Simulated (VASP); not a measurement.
**SiC (Moissanite 3C): single point with PBEsol**

The system is SiC (Moissanite 3C).

```
Si C
1.0
     0.00000    2.13452    2.13452
     2.13452    0.00000    2.13452
     2.13452    2.13452    0.00000
Si C
1 1
Direct
  0.00000 0.00000 0.00000
  0.75000 0.75000 0.75000
```

```json
{
  "Program": "VASP 6.6.1",
  "Task": "single point",
  "Functional": "PBEsol",
  "Potentials or basis": "VASP PAW PBE potentials, release 64 (Si, C)",
  "Cutoff": "520 eV",
  "k mesh": "10 × 10 × 10",
  "Occupations": "fermi-dirac, width 0.05 eV",
  "Spin": "no spin polarisation",
  "Dipole correction": "no",
  "Further INCAR settings": "ALGO = Normal; EDIFF = 1e-06; NBANDS = 11"
}
```

```json
{
 "Pressure": "15.6 GPa",
 "Band gap on the k mesh": "1.18 eV, indirect (least direct gap 4.50 eV)"
}
```

Levels at points of the mesh, in eV from the valence-band top:
| k point | band 2 | band 3 | band 4 | band 5 | band 6 | band 7 |
| --- | --- | --- | --- | --- | --- | --- |
| (0.00, 0.00, 0.00) | 0.00 | 0.00 | 0.00 | 6.91 | 7.68 | 7.68 |
| (0.50, 0.00, 0.00) | -8.95 | -1.07 | -1.07 | 5.94 | 7.39 | 7.39 |
| (0.50, 0.50, 0.00) | -8.04 | -3.33 | -3.33 | 1.18 | 4.42 | 14.68 |

It took 4.3 s on 1 thread of Intel(R) Xeon(R) Platinum 8488C (Sapphire Rapids), with other jobs on the host, peak memory 0.13 GiB.

Caveat: the PAW data sets were made with another functional, which shifts forces and pressure a little. A k mesh can miss the band edges.
